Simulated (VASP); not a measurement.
# Ag4O3 (P-43m) in VASP: further runs

Runs on Ag4O3. Level: PBE. Tasks: single point, relaxation of cell and atoms.

All numbers are computed with VASP 6.6.1; they aren't measurements. Logs are shortened: lines on timing, memory, paths and dates and some standing lists are left out, and cuts for length are marked.

### 1 The cell of the first run

The structure is cubic, space group P-43m (No. 215). The conventional cell has a = 4.874 Å, b = 4.874 Å, c = 4.874 Å, α = 90.00°, β = 90.00°, γ = 90.00°. Within 2.9 Å of Ag (site symmetry 3m) lie 3 O at 2.21 Å. Within 2.9 Å of O (site symmetry -42m) lie 4 Ag at 2.21 Å.

The cell was generated, and may not be a known phase.

### 2 Single point, PBE

The input, INCAR:

```
  PREC = Accurate
  ENCUT = 520
  EDIFF = 1E-6
  ISMEAR = 0
  SIGMA = 0.1
  LREAL = F
  LASPH = T
  NELM = 60
  ALGO = Normal
  ISIF = 2
  LWAVE = F
  LCHARG = F
  GGA = PE
  NBANDS = 40
```

The input, KPOINTS:

```
Automatic mesh
0
Gamma
  4 4 4
```

The input, POSCAR:

```
Ag4O3
1.0
    4.8736728500      0.0000000000      0.0000000000
    0.0000000000      4.8736728500      0.0000000000
    0.0000000000      0.0000000000      4.8736728500
Ag O
4 3
Direct
    0.7206873300      0.7206873300      0.7206873300
    0.2793126700      0.2793126700      0.7206873300
    0.2793126700      0.7206873300      0.2793126700
    0.7206873300      0.2793126700      0.2793126700
    0.0000000000      0.0000000000      0.5000000000
    0.5000000000      0.0000000000      0.0000000000
    0.0000000000      0.5000000000      0.0000000000
```

Potentials or basis: VASP PAW PBE potentials, release 64 (Ag, O).

Run with:

```console
cat potpaw_PBE.64/Ag/POTCAR potpaw_PBE.64/O/POTCAR > POTCAR
mpirun -np 1 vasp_std > vasp.out
```

OUTCAR:

```text
PREC = Accurate
   ENCUT = 520
   EDIFF = 1E-6
   ISMEAR = 0
   LREAL = F
   LASPH = T
   NELM = 60
   ISIF = 2
   GGA = PE

 ion  position               nearest neighbor table
   1  0.721  0.721  0.721-   5 2.21   6 2.21   7 2.21   2 3.04   3 3.04   4 3.04   2 3.47   3 3.47
                             2 3.47   4 3.47   3 3.47   4 3.47
   2  0.279  0.279  0.721-   5 2.21   6 2.21   7 2.21   1 3.04   3 3.04   4 3.04   3 3.47   4 3.47
                             1 3.47   3 3.47   1 3.47   4 3.47
   3  0.279  0.721  0.279-   5 2.21   6 2.21   7 2.21   1 3.04   2 3.04   4 3.04   2 3.47   4 3.47
                             1 3.47   2 3.47   1 3.47   4 3.47
   4  0.721  0.279  0.279-   5 2.21   6 2.21   7 2.21   1 3.04   2 3.04   3 3.04   2 3.47   3 3.47
                             1 3.47   2 3.47   1 3.47   3 3.47
   5  0.000  0.000  0.500-   1 2.21   2 2.21   3 2.21   4 2.21
   6  0.500  0.000  0.000-   1 2.21   2 2.21   3 2.21   4 2.21
   7  0.000  0.500  0.000-   1 2.21   2 2.21   3 2.21   4 2.21

  LATTYP: Found a simple cubic cell.
 ALAT       =     4.8736728500

  Lattice vectors:

 A1 = (   4.8736728500,   0.0000000000,   0.0000000000)
 A2 = (   0.0000000000,   4.8736728500,   0.0000000000)
 A3 = (   0.0000000000,   0.0000000000,   4.8736728500)

Analysis of symmetry for initial positions (statically):
=====================================================================
 Subroutine PRICEL returns:
 Original cell was already a primitive cell.

 Routine SETGRP: Setting up the symmetry group for a
 simple cubic supercell.

 Subroutine GETGRP returns: Found 24 space group operations
 (whereof 24 operations were pure point group operations)
 out of a pool of 48 trial point group operations.

The static configuration has the point symmetry T_d .

Analysis of symmetry for dynamics (positions and initial velocities):
=====================================================================
 Subroutine PRICEL returns:
 Original cell was already a primitive cell.

 Routine SETGRP: Setting up the symmetry group for a
 simple cubic supercell.

 Subroutine GETGRP returns: Found 24 space group operations
 (whereof 24 operations were pure point group operations)
 out of a pool of 48 trial point group operations.

The dynamic configuration has the point symmetry T_d .

 Subroutine INISYM returns: Found 24 space group operations
 (whereof 24 operations are pure point group operations),
 and found     1 'primitive' translations

----------------------------------------------------------------------------------------

                                     Primitive cell

  volume of cell :     115.7628

  direct lattice vectors                    reciprocal lattice vectors
     4.873672850  0.000000000  0.000000000     0.205184064  0.000000000  0.000000000
     0.000000000  4.873672850  0.000000000     0.000000000  0.205184064  0.000000000
     0.000000000  0.000000000  4.873672850     0.000000000  0.000000000  0.205184064

  length of vectors
     4.873672850  4.873672850  4.873672850     0.205184064  0.205184064  0.205184064

  position of ions in fractional coordinates (direct lattice)
     0.720687330  0.720687330  0.720687330
     0.279312670  0.279312670  0.720687330
     0.279312670  0.720687330  0.279312670
     0.720687330  0.279312670  0.279312670
     0.000000000  0.000000000  0.500000000
     0.500000000  0.000000000  0.000000000
     0.000000000  0.500000000  0.000000000

  ion indices of the primitive-cell ions
   primitive index   ion index
                 1           1
                 2           2
                 3           3
                 4           4
                 5           5
                 6           6
                 7           7

----------------------------------------------------------------------------------------

 KPOINTS: Automatic mesh

Automatic generation of k-mesh.
 Grid dimensions read from file:
 generate k-points for:    4    4    4

 Generating k-lattice:

  Cartesian coordinates                     Fractional coordinates (reciprocal lattice)
     0.051296016  0.000000000  0.000000000     0.250000000  0.000000000  0.000000000
     0.000000000  0.051296016  0.000000000     0.000000000  0.250000000  0.000000000
     0.000000000  0.000000000  0.051296016     0.000000000  0.000000000  0.250000000

  Length of vectors
     0.051296016  0.051296016  0.051296016

  Shift w.r.t. Gamma in fractional coordinates (k-lattice)
     0.000000000  0.000000000  0.000000000

 Subroutine IBZKPT returns following result:
 ===========================================

 Found     10 irreducible k-points:

 Following reciprocal coordinates:
            Coordinates               Weight
  0.000000  0.000000  0.000000      1.000000
  0.250000  0.000000  0.000000      6.000000
  0.500000  0.000000  0.000000      3.000000
  0.250000  0.250000  0.000000     12.000000
  0.500000  0.250000  0.000000     12.000000
  0.500000  0.500000  0.000000      3.000000
  0.250000  0.250000  0.250000      8.000000
  0.500000  0.250000  0.250000     12.000000
  0.500000  0.500000  0.250000      6.000000
  0.500000  0.500000  0.500000      1.000000
   k-points           NKPTS =     10   k-points in BZ     NKDIM =     10   number of bands    NBANDS=     40
   number of dos      NEDOS =    301   number of ions     NIONS =      7
   total plane-waves  NPLWV =  46656
   dimension x,y,z NGX =    36 NGY =   36 NGZ =   36
   dimension x,y,z NGXF=    72 NGYF=   72 NGZF=   72
   ions per type =               4   3
   NGX,Y,Z   is equivalent  to a cutoff of  12.28, 12.28, 12.28 a.u.
   NGXF,Y,Z  is equivalent  to a cutoff of  24.56, 24.56, 24.56 a.u.
 SYSTEM =  unknown system
   PREC   = accura    normal or accurate (medium, high low for compatibility)
   ISTART =      0    job   : 0-new  1-cont  2-samecut
   ICHARG =      2    charge: 1-file 2-atom 10-const
   ISPIN  =      1    spin polarized calculation?
   LNONCOLLINEAR =      F non collinear calculations
   LSORBIT =      F    spin-orbit coupling
   LASPH  =      T    aspherical Exc in radial PAW
   ENCUT  =  520.0 eV  38.22 Ry    6.18 a.u.   9.06  9.06  9.06*2*pi/ulx,y,z
   NELM   =     60;   NELMIN=  2; NELMDL= -5     # of ELM steps
   EDIFF  = 0.1E-05   stopping-criterion for ELM
   LREAL  =      F    real-space projection
   EDIFFG = 0.1E-04   stopping-criterion for IOM
   NSW    =      0    number of steps for IOM
   IBRION =     -1    ionic relax: 0-MD 1-quasi-New 2-CG
   NFREE  =      0    steps in history (QN), initial steepest desc. (CG)
   ISIF   =      2    stress and relaxation
   ISYM   =      2    0-nonsym 1-usesym 2-fastsym
   POTIM  = 0.5000    time-step for ionic-motion
   TEBEG  =    0.0;   TEEND  =   0.0 temperature during run
   PSTRESS=    0.0 pullay stress
   NELECT =      62.0000    total number of electrons
   NUPDOWN=      -1.0000    fix difference up-down
   EMIN   =  10.00;   EMAX   =-10.00  energy-range for DOS
   EFERMI =   0.00;   METHOD = LEGACY
   ISMEAR =     0;   SIGMA  =   0.10  broadening in eV -4-tet -1-fermi 0-gaus
   EFERMI_NEDOS =   21; number of points for ismear=-14 and -15
   IALGO  =     38    algorithm
   IMIX   =      4    mixing-type and parameters
     AMIX     =   0.40;   BMIX     =  1.00
     AMIX_MAG =   1.60;   BMIX_MAG =  1.00
  volume/ion in A,a.u.               =      16.54       111.60
  Fermi-wavevector in a.u.,A,eV,Ry     =   1.329482  2.512356 24.048590  1.767522
  Thomas-Fermi vector in A             =   2.458641
   LORBIT       =      0    0 simple, 1 ext, 2 COOP (PROOUT), +10 PAW based schemes
   GGA     = PE    functional components
   LHFCALC =     F    Hartree Fock is set to
   AEXX    =    0.0000 exact exchange contribution
   IVDW    =     0    specifies the selected vdW correction
   LEPSILON=     F    determine dielectric tensor
   LRPA    =     F    only Hartree local field effects (RPA)
 non-spin polarized calculation
 Gauss-broadening in eV      SIGMA  =   0.10
  energy-cutoff  :      520.00
  volume of cell :      115.76
 maximum number of plane-waves:      3136
   NGX = 19   NGY = 19   NGZ = 19

 number of electron      61.9999958 magnetization

 Free energy of the ion-electron system (eV)
  ---------------------------------------------------
  ext. energy  EPLUGINS =         0.00000000
  ---------------------------------------------------
  free energy    TOTEN  =       -24.32336921 eV

  energy without entropy =      -24.25032149  energy(sigma->0) =      -24.28684535

 E-fermi :   3.6550     XC(G=0): -10.4848

 val. band max:        3.6479592603   @ k =   0.2500   0.2500   0.0000
 cond. band min:       3.6634630214   @ k =   0.2500   0.2500   0.2500
 fundamental gap:      0.0155037611
 Fermi energy:         3.6550095298

 k-point     1 :       0.0000    0.0000    0.0000
  band No.  band energies     occupation
      1     -13.5852      2.00000
      2     -13.2786      2.00000
      3     -13.2786      2.00000
      4      -1.3856      2.00000
      5      -1.3856      2.00000
      6      -1.3856      2.00000
[... 32 lines left out ...]
     39      10.7276      0.00000
     40      14.9237      0.00000

 k-point     2 :       0.2500    0.0000    0.0000
  band No.  band energies     occupation
      1     -13.5411      2.00000
      2     -13.3149      2.00000
      3     -13.2789      2.00000
      4      -1.4954      2.00000
      5      -1.3044      2.00000
      6      -1.3044      2.00000
[... 32 lines left out ...]
     39      12.7502      0.00000
     40      13.8807      0.00000

 k-point     3 :       0.5000    0.0000    0.0000
  band No.  band energies     occupation
      1     -13.4683      2.00000
      2     -13.3793      2.00000
      3     -13.2795      2.00000
      4      -1.6215      2.00000
      5      -1.1852      2.00000
      6      -1.1852      2.00000
[... 251 lines left out ...]
  band No.  band energies     occupation
      1     -13.3711      2.00000
      2     -13.3708      2.00000
      3     -13.3708      2.00000
      4      -1.1181      2.00000
      5      -1.0437      2.00000
      6      -1.0437      2.00000
[... 32 lines left out ...]
     39      11.3557      0.00000
     40      12.4346      0.00000

 k-point    10 :       0.5000    0.5000    0.5000
  band No.  band energies     occupation
      1     -13.3697      2.00000
      2     -13.3697      2.00000
      3     -13.3697      2.00000
      4      -1.0295      2.00000
      5      -0.9484      2.00000
      6      -0.9484      2.00000
[... 32 lines left out ...]
     39       9.7807      0.00000
     40      11.8175      0.00000

------------------------ aborting loop because EDIFF is reached ----------------------------------------

  FORCE on cell =-STRESS in cart. coord.  units (eV):
  Direction    XX          YY          ZZ          XY          YZ          ZX
  --------------------------------------------------------------------------------------
  -------------------------------------------------------------------------------------
  Total       -2.0431197     -2.0431197     -2.0431197      0.0000000     -0.0000000      0.0000000
  in kB      -28.2771257    -28.2771257    -28.2771257      0.0000000     -0.0000000      0.0000000
  external PRESSURE =     -28.2771257 kB  Pullay stress =       0.0000000 kB

 VOLUME and BASIS-vectors are now :
 -----------------------------------------------------------------------------
  energy-cutoff  :      520.00
  volume of cell :      115.76
      direct lattice vectors                 reciprocal lattice vectors
     4.873672850  0.000000000  0.000000000     0.205184064  0.000000000  0.000000000
     0.000000000  4.873672850  0.000000000     0.000000000  0.205184064  0.000000000
     0.000000000  0.000000000  4.873672850     0.000000000  0.000000000  0.205184064

 POSITION                                       TOTAL-FORCE (eV/Angst)
 -----------------------------------------------------------------------------------
      3.51239      3.51239      3.51239        -0.039401     -0.039401     -0.039401
      1.36128      1.36128      3.51239         0.039401      0.039401     -0.039401
      1.36128      3.51239      1.36128         0.039401     -0.039401      0.039401
      3.51239      1.36128      1.36128        -0.039401      0.039401      0.039401
      0.00000      0.00000      2.43684        -0.000000     -0.000000     -0.000000
      2.43684      0.00000      0.00000        -0.000000     -0.000000     -0.000000
      0.00000      2.43684      0.00000        -0.000000     -0.000000     -0.000000
 -----------------------------------------------------------------------------------
    total drift:                               -0.000000     -0.000000     -0.000000

  FREE ENERGIE OF THE ION-ELECTRON SYSTEM (eV)
  ---------------------------------------------------
  free  energy   TOTEN  =       -24.3233692117 eV

  energy  without entropy=      -24.2503214918  energy(sigma->0) =      -24.28684535
```

Wall time 63 s (1 thread of Oxide Virtual Turin-like, shared host); peak memory 0.18 GiB.

Results:

```
Free energy            : -24.3234 eV
Pressure               : -2.8 GPa
Largest force          : 0.068 eV/Å
Band gap on the k mesh : zero (bands 31 and 32 overlap by 0.39 eV)
```

Forces in eV/Å, atoms in the order of the input:
```
Ag  -0.039 -0.039 -0.039
Ag   0.039  0.039 -0.039
Ag   0.039 -0.039  0.039
Ag  -0.039  0.039  0.039
O    0.000  0.000  0.000
O    0.000  0.000  0.000
O    0.000  0.000  0.000
```

Levels at points of the mesh, in eV from the Fermi level:
| k point | band 27 | band 28 | band 29 | band 30 | band 31 | band 32 | band 33 | band 34 | band 35 | band 36 |
| --- | --- | --- | --- | --- | --- | --- | --- | --- | --- | --- |
| (0.00, 0.00, 0.00) | -1.73 | -0.51 | -0.51 | -0.51 | -0.17 | -0.17 | -0.17 | 4.98 | 5.82 | 5.82 |
| (0.50, 0.00, 0.00) | -1.50 | -1.09 | -0.22 | -0.22 | 0.10 | 0.10 | 0.89 | 2.16 | 6.82 | 6.82 |
| (0.50, 0.50, 0.00) | -1.02 | -1.02 | -0.94 | -0.94 | 0.02 | 0.17 | 1.57 | 3.99 | 3.99 | 6.14 |
| (0.50, 0.50, 0.50) | -2.25 | -0.25 | -0.25 | 0.22 | 0.22 | 0.22 | 0.44 | 5.31 | 5.31 | 5.31 |

[end of part 1 of 2]

The gap in the log of VASP goes by the Fermi energy; the results here count the filled bands.